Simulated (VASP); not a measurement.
# Al3GaN4 (Cm) in VASP: a series of runs

The runs below take Al3GaN4 through single point, with r2SCAN.

Program: VASP 6.6.1. These are calculated values, not measurements. Logs are shortened: lines on timing, memory, paths and dates and some standing lists are left out, and cuts for length are marked.

**1. The cell of the first run**

It takes space group Cm (No. 8, monoclinic). The conventional cell has a = 6.224 Å, b = 6.224 Å, c = 4.401 Å, α = 90.00°, β = 90.00°, γ = 90.00°. Within 2.5 Å of Al (site symmetry 1) lie 4 N at 1.87 to 1.93 Å. Al (site symmetry m) has 4 N at 1.84 to 1.95 Å within 2.4 Å. Within 2.6 Å of Ga (site symmetry m) lie 4 N at 1.95 Å. N (site symmetry 1) has 3 Al at 1.87 to 1.92 Å and 1 Ga at 1.95 Å within 2.5 Å. N (site symmetry m) has 3 Al at 1.88 to 1.95 Å and 1 Ga at 1.95 Å within 2.5 Å. N (site symmetry m) has 3 Al at 1.84 to 1.93 Å and 1 Ga at 1.95 Å within 2.4 Å.

**2. Single point, r2SCAN (atoms displaced along a vibrational mode)**

POSCAR

```
Al3GaN4
1.0
    4.4012372926      0.0000000000      0.0000000000
    0.0000000000      4.4012372926      0.0000000000
    0.0000000000      0.0000000000      4.4012372926
Al Ga N
3 1 4
Direct
    0.5000000000      0.5321321817      0.0000000000
    0.5000000000      0.0000000000      0.5321321817
    0.0000000000      0.4678678183      0.4678678183
    0.0000000000      0.0000000000      0.0000000000
    0.7444581602      0.7548892272      0.2659729068
    0.7444581602      0.2659729068      0.7548892272
    0.2346797059      0.7340270932      0.7340270932
    0.2764039737      0.2451107728      0.2451107728
```

INCAR.step1

```
ALGO = Normal ; EDIFF = 1E-4
ENCUT = 520 ; GGA = PE
ISMEAR = 0 ; LASPH = True
LCHARG = False ; LREAL = False
LWAVE = True ; NBANDS = 31
NELM = 100 ; PREC = Accurate
SIGMA = 0.05
```

INCAR.step2

```
ALGO = Normal ; EDIFF = 1E-6
ENCUT = 520 ; ISIF = 2
ISMEAR = 0 ; ISTART = 1
LASPH = True ; LCHARG = True
LELF = True ; LMIXTAU = True
LREAL = False ; LVHAR = True
LWAVE = False ; METAGGA = R2SCAN
NBANDS = 31 ; NELM = 100
PREC = Accurate ; SIGMA = 0.05
```

KPOINTS

```
k-points
0
Gamma
  6 6 6
```

Potentials or basis: VASP PAW PBE potentials, release 64 (Al, Ga_d, N).

Command:

```sh
$ cat potpaw_PBE.64/Al/POTCAR potpaw_PBE.64/Ga_d/POTCAR potpaw_PBE.64/N/POTCAR > POTCAR
$ cp INCAR.step1 INCAR
$ mpirun -np 1 vasp_std > vasp.out
$ cp INCAR.step2 INCAR
$ mpirun -np 1 vasp_std > vasp.out
```

OUTCAR:

```text
EDIFF = 1E-6
   ENCUT = 520
   ISIF = 2
   ISMEAR = 0
   ISTART = 1
   LASPH = True
   LREAL = False
   METAGGA = R2SCAN
   NELM = 100
   PREC = Accurate

 ion  position               nearest neighbor table
   1  0.500  0.532  0.000-   5 1.87   7 1.88   6 1.92   8 1.93   2 2.91   4 3.01   4 3.01   3 3.03
                             3 3.03   2 3.12   2 3.12   3 3.23   3 3.23   2 3.31
   2  0.500  0.000  0.532-   6 1.87   7 1.88   5 1.92   8 1.93   1 2.91   4 3.01   4 3.01   3 3.03
                             3 3.03   1 3.12   1 3.12   3 3.23   3 3.23   1 3.31
   3  0.000  0.468  0.468-   8 1.84   5 1.91   6 1.91   7 1.95   4 2.91   2 3.03   1 3.03   1 3.03
                             2 3.03   4 3.12   4 3.12   2 3.23   1 3.23   2 3.23   1 3.23
   4  0.000  0.000  0.000-   5 1.95   6 1.95   8 1.95   7 1.95   3 2.91   2 3.01   1 3.01   1 3.01
                             2 3.01   3 3.12   3 3.12
   5  0.744  0.755  0.266-   1 1.87   3 1.91   2 1.92   4 1.95
   6  0.744  0.266  0.755-   2 1.87   3 1.91   1 1.92   4 1.95
   7  0.235  0.734  0.734-   1 1.88   2 1.88   4 1.95   3 1.95
   8  0.276  0.245  0.245-   3 1.84   2 1.93   1 1.93   4 1.95

  LATTYP: Found a simple cubic cell.
 ALAT       =     4.4012372926

  Lattice vectors:

 A1 = (   4.4012372926,   0.0000000000,   0.0000000000)
 A2 = (   0.0000000000,   4.4012372926,   0.0000000000)
 A3 = (   0.0000000000,   0.0000000000,   4.4012372926)

Analysis of symmetry for initial positions (statically):
=====================================================================
 Subroutine PRICEL returns:
 Original cell was already a primitive cell.

 Routine SETGRP: Setting up the symmetry group for a
 simple cubic supercell.

 Subroutine GETGRP returns: Found  2 space group operations
 (whereof  2 operations were pure point group operations)
 out of a pool of 48 trial point group operations.

The static configuration has the point symmetry C_1h.

Analysis of symmetry for dynamics (positions and initial velocities):
=====================================================================
 Subroutine PRICEL returns:
 Original cell was already a primitive cell.

 Routine SETGRP: Setting up the symmetry group for a
 simple cubic supercell.

 Subroutine GETGRP returns: Found  2 space group operations
 (whereof  2 operations were pure point group operations)
 out of a pool of 48 trial point group operations.

The dynamic configuration has the point symmetry C_1h.
[... 116 lines left out ...]
   NFREE  =      0    steps in history (QN), initial steepest desc. (CG)
   ISIF   =      2    stress and relaxation
   ISYM   =      2    0-nonsym 1-usesym 2-fastsym
   POTIM  = 0.5000    time-step for ionic-motion
   TEBEG  =    0.0;   TEEND  =   0.0 temperature during run
   PSTRESS=    0.0 pullay stress
   NELECT =      42.0000    total number of electrons
   NUPDOWN=      -1.0000    fix difference up-down
   EMIN   =  10.00;   EMAX   =-10.00  energy-range for DOS
   EFERMI =   0.00;   METHOD = LEGACY
   ISMEAR =     0;   SIGMA  =   0.05  broadening in eV -4-tet -1-fermi 0-gaus
   EFERMI_NEDOS =   21; number of points for ismear=-14 and -15
   IALGO  =     38    algorithm
   IMIX   =      4    mixing-type and parameters
     AMIX     =   0.40;   BMIX     =  1.00
     AMIX_MAG =   1.60;   BMIX_MAG =  1.00
  volume/ion in A,a.u.               =      10.66        71.92
  Fermi-wavevector in a.u.,A,eV,Ry     =   1.292954  2.443329 22.745275  1.671731
  Thomas-Fermi vector in A             =   2.424630
   LORBIT       =      0    0 simple, 1 ext, 2 COOP (PROOUT), +10 PAW based schemes
   METAGGA = R2SCAN    functional components
   LHFCALC =     F    Hartree Fock is set to
   AEXX    =    0.0000 exact exchange contribution
   IVDW    =     0    specifies the selected vdW correction
   LEPSILON=     F    determine dielectric tensor
   LRPA    =     F    only Hartree local field effects (RPA)
 non-spin polarized calculation
 Gauss-broadening in eV      SIGMA  =   0.05
  energy-cutoff  :      520.00
  volume of cell :       85.26
 maximum number of plane-waves:      2320
 NGX is ok and might be reduce to    36
   NGX = 17   NGY = 17   NGZ = 17

 number of electron      41.9999986 magnetization

 Free energy of the ion-electron system (eV)
  ---------------------------------------------------
  ext. energy  EPLUGINS =         0.00000000
  ---------------------------------------------------
  free energy    TOTEN  =       -78.85638407 eV

  energy without entropy =      -78.85638407  energy(sigma->0) =      -78.85638407

 E-fermi :   5.8573     XC(G=0): -11.7681

 val. band max:        5.5728613895   @ k =   0.0000   0.0000   0.0000
 cond. band min:       9.3143096155   @ k =   0.0000   0.0000   0.0000
 fundamental gap:      3.7414482260
 Fermi energy:         5.8573309858

 k-point     1 :       0.0000    0.0000    0.0000
  band No.  band energies     occupation
      1     -10.4629      2.00000
      2      -8.5626      2.00000
      3      -8.5527      2.00000
      4      -8.5524      2.00000
      5      -7.4838      2.00000
      6      -7.4816      2.00000
[... 805 lines left out ...]
     30      16.8810      0.00000
     31      17.5377      0.00000

 [... further k-points ...]

------------------------ aborting loop because EDIFF is reached ----------------------------------------

  FORCE on cell =-STRESS in cart. coord.  units (eV):
  Direction    XX          YY          ZZ          XY          YZ          ZX
  --------------------------------------------------------------------------------------
  -------------------------------------------------------------------------------------
  Total        0.1757417     -0.3870770     -0.3870770      0.0001826     -0.2559266      0.0001953
  in kB        3.3026392     -7.2741731     -7.2741731      0.0034321     -4.8095182      0.0036707
  external PRESSURE =      -3.7485690 kB  Pullay stress =       0.0000000 kB

 VOLUME and BASIS-vectors are now :
 -----------------------------------------------------------------------------
  energy-cutoff  :      520.00
  volume of cell :       85.26
      direct lattice vectors                 reciprocal lattice vectors
     4.401237293  0.000000000  0.000000000     0.227208835  0.000000000  0.000000000
     0.000000000  4.401237293  0.000000000     0.000000000  0.227208835  0.000000000
     0.000000000  0.000000000  4.401237293     0.000000000  0.000000000  0.227208835

 POSITION                                       TOTAL-FORCE (eV/Angst)
 -----------------------------------------------------------------------------------
      2.20062      2.34204      0.00000        -0.077934     -1.676686      0.010799
      2.20062      0.00000      2.34204        -0.077934      0.010799     -1.676686
      0.00000      2.05920      2.05920        -0.282837      1.660293      1.660293
      0.00000      0.00000      0.00000        -0.003711     -0.016648     -0.016648
      3.27654      3.32245      1.17061         0.047877     -0.391664     -0.176487
      3.27654      1.17061      3.32245         0.047877     -0.176487     -0.391664
      1.03288      3.23063      3.23063         0.752553      0.309074      0.309074
      1.21652      1.07879      1.07879        -0.405892      0.281319      0.281319
 -----------------------------------------------------------------------------------
    total drift:                               -0.001464      0.000452      0.000453

  FREE ENERGIE OF THE ION-ELECTRON SYSTEM (eV)
  ---------------------------------------------------
  free  energy   TOTEN  =       -78.8563840698 eV

  energy  without entropy=      -78.8563840698  energy(sigma->0) =      -78.85638407
```

OSZICAR.step1:

```text
N       E                     dE             d eps       ncg     rms          rms(c)
DAV:   1     0.319100072239E+03    0.31910E+03   -0.19571E+04  4748   0.168E+03
DAV:   2    -0.206696253042E+02   -0.33977E+03   -0.31452E+03  4930   0.449E+02
DAV:   3    -0.636004427975E+02   -0.42931E+02   -0.42319E+02  4778   0.126E+02
DAV:   4    -0.653198678464E+02   -0.17194E+01   -0.17119E+01  5627   0.283E+01
DAV:   5    -0.653605388558E+02   -0.40671E-01   -0.40647E-01  5005   0.406E+00    0.168E+01
DAV:   6    -0.559804027411E+02    0.93801E+01   -0.29106E+01  6747   0.526E+01    0.553E+00
DAV:   7    -0.561664351655E+02   -0.18603E+00   -0.30172E+00  5145   0.108E+01    0.404E+00
DAV:   8    -0.561550209121E+02    0.11414E-01   -0.41496E-01  5794   0.587E+00    0.992E-01
DAV:   9    -0.561258544183E+02    0.29166E-01   -0.98069E-02  6573   0.401E+00    0.514E-01
DAV:  10    -0.561254957308E+02    0.35869E-03   -0.14319E-02  5082   0.648E-01    0.191E-01
DAV:  11    -0.561258547701E+02   -0.35904E-03   -0.89866E-04  6186   0.235E-01    0.238E-02
DAV:  12    -0.561258558940E+02   -0.11239E-05   -0.94298E-05  3373   0.725E-02
   1 F= -.56125856E+02 E0= -.56125856E+02  d E =-.105358E-14
```

Run time: 7.8 min. Hardware: 1 thread of AMD EPYC 9R45 (Zen 5), shared host; peak memory 0.29 GiB.

What came out:

- Free energy: -78.8564 eV
- Pressure: -0.4 GPa
- Largest force: 2.365 eV/Å
- Band gap on the k mesh: 3.74 eV

Forces on the atoms (eV/Å):
```
Al  -0.078 -1.677  0.011
Al  -0.078  0.011 -1.677
Al  -0.283  1.660  1.660
Ga  -0.004 -0.017 -0.017
N    0.048 -0.392 -0.176
N    0.048 -0.176 -0.392
N    0.753  0.309  0.309
N   -0.406  0.281  0.281
```

Levels at points of the mesh, in eV from the valence-band top:
```csv
k point,band 18,band 19,band 20,band 21,band 22,band 23,band 24,band 25
"(0.00, 0.00, 0.00)",-2.01,-0.05,-0.02,0.00,3.74,3.82,3.91,3.91
"(0.50, 0.00, 0.00)",-1.28,-1.25,-0.96,-0.96,6.00,6.11,6.50,6.65
"(0.00, 0.50, 0.00)",-1.27,-1.26,-0.98,-0.97,6.01,6.10,6.59,6.63
"(0.50, 0.50, 0.00)",-0.88,-0.60,-0.56,-0.53,7.63,7.73,7.86,8.32
"(0.00, 0.50, 0.50)",-0.90,-0.62,-0.54,-0.50,7.78,7.91,8.16,8.19
"(0.50, 0.50, 0.50)",-0.63,-0.40,-0.38,-0.38,6.10,7.30,7.43,7.59
```

Caveat: the cell differs from its parent crystal (atoms displaced along a vibrational mode); the PAW data sets were made with another functional, which shifts forces and pressure a little.

**3. Single point, r2SCAN (atoms displaced along a vibrational mode)**

POSCAR

```
Al3GaN4
1.0
    4.4012372926      0.0000000000      0.0000000000
    0.0000000000      4.4012372926      0.0000000000
    0.0000000000      0.0000000000      4.4012372926
Al Ga N
3 1 4
Direct
    0.5000000000      0.4759008638      0.0000000000
    0.5000000000      0.0000000000      0.4759008638
    0.0000000000      0.5240991362      0.5240991362
    0.0000000000      0.0000000000      0.0000000000
    0.7444581602      0.7366348600      0.2477185396
    0.7444581602      0.2477185396      0.7366348600
    0.2711884402      0.7522814604      0.7522814604
    0.2398952394      0.2633651400      0.2633651400
```

INCAR.step1

```
PREC = Accurate ; ENCUT = 520
ISMEAR = 0 ; SIGMA = 0.05
LREAL = False ; LASPH = True
NELM = 80 ; NBANDS = 31
GGA = PE ; ALGO = Normal
EDIFF = 1E-4 ; LWAVE = True
LCHARG = False
```

INCAR.step2

```
PREC = Accurate ; ENCUT = 520
EDIFF = 1E-7 ; ISMEAR = 0
SIGMA = 0.05 ; LREAL = False
LASPH = True ; NELM = 80
ALGO = Normal ; ISIF = 2
LWAVE = False ; LCHARG = False
METAGGA = R2SCAN ; LMIXTAU = True
NBANDS = 31 ; ISTART = 1
```

KPOINTS

```
Automatic mesh
0
Gamma
  6 6 6
```

Potentials or basis: VASP PAW PBE potentials, release 64 (Al, Ga_d, N).

Command:

```sh
$ cat potpaw_PBE.64/Al/POTCAR potpaw_PBE.64/Ga_d/POTCAR potpaw_PBE.64/N/POTCAR > POTCAR
$ cp INCAR.step1 INCAR
$ mpirun -np 1 vasp_std > vasp.out
$ cp INCAR.step2 INCAR
$ mpirun -np 1 vasp_std > vasp.out
```

Run time: 8.2 min. Hardware: 1 thread of AMD EPYC 9R45 (Zen 5), shared host; peak memory 0.29 GiB.

Results (log left out):

```
Free energy            : -79.1099 eV
Pressure               : -0.2 GPa
Largest force          : 1.784 eV/Å
Band gap on the k mesh : 3.85 eV
```

Forces on the atoms (eV/Å):
```
Al  -0.044  1.263 -0.004
Al  -0.044 -0.004  1.263
Al  -0.163 -1.256 -1.256
Ga  -0.002  0.007  0.007
N    0.009  0.132  0.293
N    0.009  0.293  0.132
N   -0.313 -0.229 -0.229
N    0.547 -0.206 -0.206
```

Stress tensor (GPa, compression positive):
```
 0.18  0.00  0.00
 0.00 -0.42 -0.26
 0.00 -0.26 -0.42
```

Levels at points of the mesh, in eV from the valence-band top:
| k point | band 19 | band 20 | band 21 | band 22 | band 23 | band 24 |
| --- | --- | --- | --- | --- | --- | --- |
| (0.00, 0.00, 0.00) | -0.03 | -0.01 | 0.00 | 3.85 | 3.91 | 3.95 |
| (0.50, 0.00, 0.00) | -1.25 | -0.95 | -0.95 | 6.12 | 6.19 | 6.62 |
| (0.00, 0.50, 0.00) | -1.26 | -0.96 | -0.96 | 6.12 | 6.19 | 6.67 |
| (0.50, 0.50, 0.00) | -0.59 | -0.54 | -0.53 | 7.89 | 7.91 | 7.98 |
| (0.00, 0.50, 0.50) | -0.61 | -0.54 | -0.51 | 7.90 | 8.07 | 8.22 |
| (0.50, 0.50, 0.50) | -0.38 | -0.37 | -0.37 | 6.14 | 7.51 | 7.59 |

Caveat: the cell differs from its parent crystal (atoms displaced along a vibrational mode); the PAW data sets were made with another functional, which shifts forces and pressure a little.
